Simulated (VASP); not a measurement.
# TiAl (P-6m2) in VASP: further runs

The runs below take TiAl through single point, with PBEsol.

Program: VASP 6.6.1. These are calculated values, not measurements. Logs are shortened: lines on timing, memory, paths and dates and some standing lists are left out, and cuts for length are marked.

**1. The cell of the first run**

Symmetry: P-6m2, No. 187, hexagonal system. Conventional cell: a = 2.824 Å, b = 2.824 Å, c = 4.818 Å, α = 90.00°, β = 90.00°, γ = 120.00°. Within 3.7 Å of Ti (site symmetry -6m2) lie 6 Ti at 2.82 Å and 6 Al at 2.91 Å. Al (site symmetry -6m2) has 6 Al at 2.82 Å and 6 Ti at 2.91 Å within 3.7 Å.

**2. Single point, PBEsol (strain -0.015 along x and y, +0.030 along z)**

Contents of INCAR:

```
SYSTEM = TiAl
PREC = Accurate ; ENCUT = 520
EDIFF = 1E-6 ; ISMEAR = 0
SIGMA = 0.15 ; LREAL = .False.
LASPH = .True. ; NELM = 100
ALGO = Fast ; ISIF = 2
LWAVE = .False. ; LCHARG = .True.
GGA = PS ; LELF = .True.
LVHAR = .True. ; NBANDS = 14
```

Contents of KPOINTS:

```
Automatic mesh
0
Gamma
  18 18 10
  0 0 0
```

Contents of POSCAR:

```
TiAl
1.0
    2.8242532992      0.0000000000      0.0000000000
   -1.4121266496      2.4458751038      0.0000000000
    0.0000000000      0.0000000000      4.8184254900
Ti Al
1 1
Direct
    0.0000000000      0.0000000000      0.0000000000
    0.3333333333      0.6666666667      0.5000000000
```

Potentials or basis: VASP PAW PBE potentials, release 64 (Ti_sv, Al).

Run with:

```console
cat potpaw_PBE.64/Ti_sv/POTCAR potpaw_PBE.64/Al/POTCAR > POTCAR
mpirun -np 1 vasp_std > vasp.out
```

OUTCAR:

```text
SYSTEM = TiAl
   PREC = Accurate
   ENCUT = 520
   EDIFF = 1E-6
   ISMEAR = 0
   LREAL = .False.
   LASPH = .True.
   NELM = 100
   ISIF = 2
   GGA = PS

 ion  position               nearest neighbor table
   1  0.000  0.000  0.000-   2 2.91   2 2.91   2 2.91   2 2.91   2 2.91   2 2.91
   2  0.333  0.667  0.500-   1 2.91   1 2.91   1 2.91   1 2.91   1 2.91   1 2.91

  LATTYP: Found a hexagonal cell.
 ALAT       =     2.8242532992
 C/A-ratio  =     1.7060882929

  Lattice vectors:

 A1 = (   2.8242532992,   0.0000000000,   0.0000000000)
 A2 = (  -1.4121266496,   2.4458751038,   0.0000000000)
 A3 = (   0.0000000000,   0.0000000000,   4.8184254900)

Analysis of symmetry for initial positions (statically):
=====================================================================
 Subroutine PRICEL returns:
 Original cell was already a primitive cell.

 Routine SETGRP: Setting up the symmetry group for a
 hexagonal supercell.

 Subroutine GETGRP returns: Found 12 space group operations
 (whereof 12 operations were pure point group operations)
 out of a pool of 24 trial point group operations.

The static configuration has the point symmetry D_3h.

Analysis of symmetry for dynamics (positions and initial velocities):
=====================================================================
 Subroutine PRICEL returns:
 Original cell was already a primitive cell.

 Routine SETGRP: Setting up the symmetry group for a
 hexagonal supercell.

 Subroutine GETGRP returns: Found 12 space group operations
 (whereof 12 operations were pure point group operations)
 out of a pool of 24 trial point group operations.

The dynamic configuration has the point symmetry D_3h.

 Subroutine INISYM returns: Found 12 space group operations
 (whereof 12 operations are pure point group operations),
 and found     1 'primitive' translations

----------------------------------------------------------------------------------------

                                     Primitive cell

  volume of cell :      33.2846

  direct lattice vectors                    reciprocal lattice vectors
     2.824253299  0.000000000  0.000000000     0.354075890  0.204425810  0.000000000
    -1.412126650  2.445875104  0.000000000     0.000000000  0.408851621  0.000000000
     0.000000000  0.000000000  4.818425490     0.000000000  0.000000000  0.207536674

  length of vectors
     2.824253299  2.824253299  4.818425490     0.408851621  0.408851621  0.207536674

[... 85 lines left out ...]
   NFREE  =      0    steps in history (QN), initial steepest desc. (CG)
   ISIF   =      2    stress and relaxation
   ISYM   =      2    0-nonsym 1-usesym 2-fastsym
   POTIM  = 0.5000    time-step for ionic-motion
   TEBEG  =    0.0;   TEEND  =   0.0 temperature during run
   PSTRESS=    0.0 pullay stress
   NELECT =      15.0000    total number of electrons
   NUPDOWN=      -1.0000    fix difference up-down
   EMIN   =  10.00;   EMAX   =-10.00  energy-range for DOS
   EFERMI =   0.00;   METHOD = LEGACY
   ISMEAR =     0;   SIGMA  =   0.15  broadening in eV -4-tet -1-fermi 0-gaus
   EFERMI_NEDOS =   21; number of points for ismear=-14 and -15
   IALGO  =     68    algorithm
   IMIX   =      4    mixing-type and parameters
     AMIX     =   0.40;   BMIX     =  1.00
     AMIX_MAG =   1.60;   BMIX_MAG =  1.00
  volume/ion in A,a.u.               =      16.64       112.31
  Fermi-wavevector in a.u.,A,eV,Ry     =   1.255136  2.371864 21.434172  1.575367
  Thomas-Fermi vector in A             =   2.388908
   LORBIT       =      0    0 simple, 1 ext, 2 COOP (PROOUT), +10 PAW based schemes
   GGA     = PS    functional components
   LHFCALC =     F    Hartree Fock is set to
   AEXX    =    0.0000 exact exchange contribution
   IVDW    =     0    specifies the selected vdW correction
   LEPSILON=     F    determine dielectric tensor
   LRPA    =     F    only Hartree local field effects (RPA)
 non-spin polarized calculation
 RMM-DIIS sequential band-by-band and
 Gauss-broadening in eV      SIGMA  =   0.15
  energy-cutoff  :      520.00
  volume of cell :       33.28
 maximum number of plane-waves:       912
 NGX is ok and might be reduce to    24
   NGX = 11   NGY = 11   NGZ = 17

 number of electron      15.0000000 magnetization

 Free energy of the ion-electron system (eV)
  ---------------------------------------------------
  ext. energy  EPLUGINS =         0.00000000
  ---------------------------------------------------
  free energy    TOTEN  =       -12.91123676 eV

  energy without entropy =      -12.88687490  energy(sigma->0) =      -12.89905583

 E-fermi :   7.8299     XC(G=0): -11.0322

 val. band max:        7.8227238915   @ k =   0.3333   0.3333   0.5000
 cond. band min:       7.8451906544   @ k =   0.2778   0.1111   0.0000
 fundamental gap:      0.0224667629
 Fermi energy:         7.8298655950

 k-point     1 :       0.0000    0.0000    0.0000
  band No.  band energies     occupation
      1     -48.4744      2.00000
      2     -24.9013      2.00000
      3     -24.4203      2.00000
      4     -24.4203      2.00000
      5      -1.2073      2.00000
      6       5.3181      2.00000
      7       5.6471      2.00000
      8       9.1189      0.00000
      9       9.1189      0.00000
     10      10.7027      0.00000
     11      10.7027      0.00000
     12      11.1888      0.00000
     13      21.1348      0.00000
     14      21.1360      0.00000
[... 377 lines left out ...]
      1     -48.3593      2.00000
      2     -25.0447      2.00000
      3     -24.7916      2.00000
      4     -24.6180      2.00000
      5       3.6507      2.00000
      6       5.9817      2.00000
      7       6.3622      2.00000
      8       7.0081      2.00000
      9       9.4659      0.00000
     10      10.8616      0.00000
     11      11.7798      0.00000
     12      12.2613      0.00000
     13      13.3594      0.00000
     14      14.3560      0.00000

 [... further k-points ...]
[... 5 lines left out ...]
  --------------------------------------------------------------------------------------
  -------------------------------------------------------------------------------------
  Total       -0.1028753     -0.1028753     -1.7629238      0.0000000      0.0000000      0.0000000
  in kB       -4.9519769     -4.9519769    -84.8596138      0.0000000      0.0000000      0.0000000
  external PRESSURE =     -31.5878558 kB  Pullay stress =       0.0000000 kB

 VOLUME and BASIS-vectors are now :
 -----------------------------------------------------------------------------
  energy-cutoff  :      520.00
  volume of cell :       33.28
      direct lattice vectors                 reciprocal lattice vectors
     2.824253299  0.000000000  0.000000000     0.354075890  0.204425810  0.000000000
    -1.412126650  2.445875104  0.000000000     0.000000000  0.408851621  0.000000000
     0.000000000  0.000000000  4.818425490     0.000000000  0.000000000  0.207536674

 POSITION                                       TOTAL-FORCE (eV/Angst)
 -----------------------------------------------------------------------------------
      0.00000      0.00000      0.00000        -0.000000     -0.000000      0.000000
     -0.00000      1.63058      2.40921         0.000000      0.000000      0.000000
 -----------------------------------------------------------------------------------
    total drift:                                0.000000     -0.000000      0.000000

  FREE ENERGIE OF THE ION-ELECTRON SYSTEM (eV)
  ---------------------------------------------------
  free  energy   TOTEN  =       -12.9112367574 eV

  energy  without entropy=      -12.8868749015  energy(sigma->0) =      -12.89905583
```

OSZICAR:

```text
N       E                     dE             d eps       ncg     rms          rms(c)
DAV:   1     0.988754127052E+02    0.98875E+02   -0.71242E+03  6216   0.108E+03
DAV:   2    -0.847903818369E+01   -0.10735E+03   -0.10316E+03  6480   0.299E+02
DAV:   3    -0.142543696673E+02   -0.57753E+01   -0.56297E+01  9398   0.658E+01
[... 21 lines left out ...]
RMM:  25    -0.129112333676E+02   -0.22163E-05   -0.23176E-05  6387   0.193E-02    0.549E-02
RMM:  26    -0.129112352935E+02   -0.19260E-05   -0.18668E-05  6524   0.165E-02    0.548E-02
RMM:  27    -0.129112358087E+02   -0.51517E-06   -0.12447E-05  6680   0.176E-02    0.502E-02
RMM:  28    -0.129112361875E+02   -0.37881E-06   -0.11631E-05  7153   0.195E-02    0.432E-02
RMM:  29    -0.129112367574E+02   -0.56987E-06   -0.60937E-06  6095   0.133E-02
   1 F= -.12911237E+02 E0= -.12899056E+02  d E =-.243619E-01
```

stdout:

```text
POSCAR found type information on POSCAR TiAl
 POSCAR found :  2 types and       2 ions
 scaLAPACK will be used
 -----------------------------------------------------------------------------
|                                                                             |
|                                                                             |
|     You enforced a specific xc type in the INCAR file but a different       |
|     I HOPE YOU KNOW WHAT YOU ARE DOING!                                     |
|                                                                             |
 -----------------------------------------------------------------------------

 LDA part: xc-table for (Slater+PW92), standard interpolation
 POSCAR, INCAR and KPOINTS ok, starting setup
 FFT: planning ... GRIDC
 FFT: planning ... GRID_SOFT
 FFT: planning ... GRID
 WAVECAR not read
 entering main loop
WARNING in EDDRMM: call to ZHEGV failed, returncode =   6  3     12
WARNING in EDDRMM: call to ZHEGV failed, returncode =   6  3     12
```

Run time: 78 s. Hardware: 1 thread of Intel Xeon 6975P-C (Granite Rapids), shared host; peak memory 0.23 GiB.

What came out:

* Free energy: -12.9112 eV
* Pressure: -3.2 GPa

Caveat: the cell differs from its parent crystal (strain -0.015 along x and y, +0.030 along z); the PAW data sets were made with another functional, which shifts forces and pressure a little.

**3. Single point, PBEsol (strain +0.015 along x and y, -0.030 along z)**

Contents of INCAR:

```
SYSTEM = TiAl
ALGO = Fast
EDIFF = 1E-6
ENCUT = 520
GGA = PS
ISIF = 2
ISMEAR = 0
LASPH = .TRUE.
LCHARG = .FALSE.
LREAL = .FALSE.
LWAVE = .FALSE.
NBANDS = 14
NELM = 60
PREC = Accurate
SIGMA = 0.15
```

Contents of KPOINTS:

```
k-points
0
G
  18 18 10
  0 0 0
```

Contents of POSCAR:

```
TiAl
1.0
    2.9102711662      0.0000000000      0.0000000000
   -1.4551355831      2.5203687618      0.0000000000
    0.0000000000      0.0000000000      4.5377405100
Ti Al
1 1
Direct
    0.0000000000      0.0000000000      0.0000000000
    0.3333333333      0.6666666667      0.5000000000
```

Potentials or basis: VASP PAW PBE potentials, release 64 (Ti_sv, Al).

Run with:

```console
cat potpaw_PBE.64/Ti_sv/POTCAR potpaw_PBE.64/Al/POTCAR > POTCAR
mpirun -np 1 vasp_std > vasp.out
```

OUTCAR:

```text
SYSTEM = TiAl
   EDIFF = 1E-6
   ENCUT = 520
   GGA = PS
   ISIF = 2
   ISMEAR = 0
   LASPH = .TRUE.
   LREAL = .FALSE.
   NELM = 60
   PREC = Accurate

 ion  position               nearest neighbor table
   1  0.000  0.000  0.000-   2 2.82   2 2.82   2 2.82   2 2.82   2 2.82   2 2.82
   2  0.333  0.667  0.500-   1 2.82   1 2.82   1 2.82   1 2.82   1 2.82   1 2.82

  LATTYP: Found a hexagonal cell.
 ALAT       =     2.9102711662
 C/A-ratio  =     1.5592157056

  Lattice vectors:

 A1 = (   2.9102711662,   0.0000000000,   0.0000000000)
 A2 = (  -1.4551355831,   2.5203687618,   0.0000000000)
[... 587 lines left out ...]
     10      10.8347      0.00000
     11      11.8270      0.00000
     12      12.5805      0.00000
     13      13.2283      0.00000
     14      14.2309      0.00000

 [... further k-points ...]
[... 5 lines left out ...]
  --------------------------------------------------------------------------------------
  -------------------------------------------------------------------------------------
  Total       -0.7305689     -0.7305689      0.2279618      0.0000000      0.0000000     -0.0000000
  in kB      -35.1669386    -35.1669386     10.9732551      0.0000000      0.0000000     -0.0000000
  external PRESSURE =     -19.7868741 kB  Pullay stress =       0.0000000 kB

 VOLUME and BASIS-vectors are now :
 -----------------------------------------------------------------------------
  energy-cutoff  :      520.00
  volume of cell :       33.28
      direct lattice vectors                 reciprocal lattice vectors
     2.910271166  0.000000000  0.000000000     0.343610593  0.198383668  0.000000000
    -1.455135583  2.520368762  0.000000000     0.000000000  0.396767336  0.000000000
     0.000000000  0.000000000  4.537740510     0.000000000  0.000000000  0.220373994

 POSITION                                       TOTAL-FORCE (eV/Angst)
 -----------------------------------------------------------------------------------
      0.00000      0.00000      0.00000        -0.000000      0.000000      0.000000
     -0.00000      1.68025      2.26887         0.000000     -0.000000      0.000000
 -----------------------------------------------------------------------------------
    total drift:                                0.000000     -0.000000      0.000000

  FREE ENERGIE OF THE ION-ELECTRON SYSTEM (eV)
  ---------------------------------------------------
  free  energy   TOTEN  =       -12.9287936043 eV

  energy  without entropy=      -12.8984517200  energy(sigma->0) =      -12.91362266
```

stdout:

```text
POSCAR found type information on POSCAR TiAl
 POSCAR found :  2 types and       2 ions
 scaLAPACK will be used
 -----------------------------------------------------------------------------
|                                                                             |
|                                                                             |
|     You enforced a specific xc type in the INCAR file but a different       |
|     I HOPE YOU KNOW WHAT YOU ARE DOING!                                     |
|                                                                             |
 -----------------------------------------------------------------------------

 LDA part: xc-table for (Slater+PW92), standard interpolation
 POSCAR, INCAR and KPOINTS ok, starting setup
 FFT: planning ... GRIDC
 FFT: planning ... GRID_SOFT
 FFT: planning ... GRID
 WAVECAR not read
 entering main loop
WARNING in EDDRMM: call to ZHEGV failed, returncode =   8  4     14
WARNING in EDDRMM: call to ZHEGV failed, returncode =   8  4      7
WARNING in EDDRMM: call to ZHEGV failed, returncode =   8  4     14
WARNING in EDDRMM: call to ZHEGV failed, returncode =   6  3     11
WARNING in EDDRMM: call to ZHEGV failed, returncode =   8  4     14
WARNING in EDDRMM: call to ZHEGV failed, returncode =   6  3     11
```

It took 2.1 min on 1 thread of Intel Xeon Platinum 8488C (Sapphire Rapids), shared host; peak memory 0.23 GiB.

What came out:

| Quantity | Value |
| --- | --- |
| Free energy | -12.9288 eV |
| Pressure | -2.0 GPa |

Stress tensor (GPa, compression positive):
```
-3.52  0.00  0.00
 0.00 -3.52  0.00
 0.00  0.00  1.10
```

Caveat: the cell differs from its parent crystal (strain +0.015 along x and y, -0.030 along z); the PAW data sets were made with another functional, which shifts forces and pressure a little.
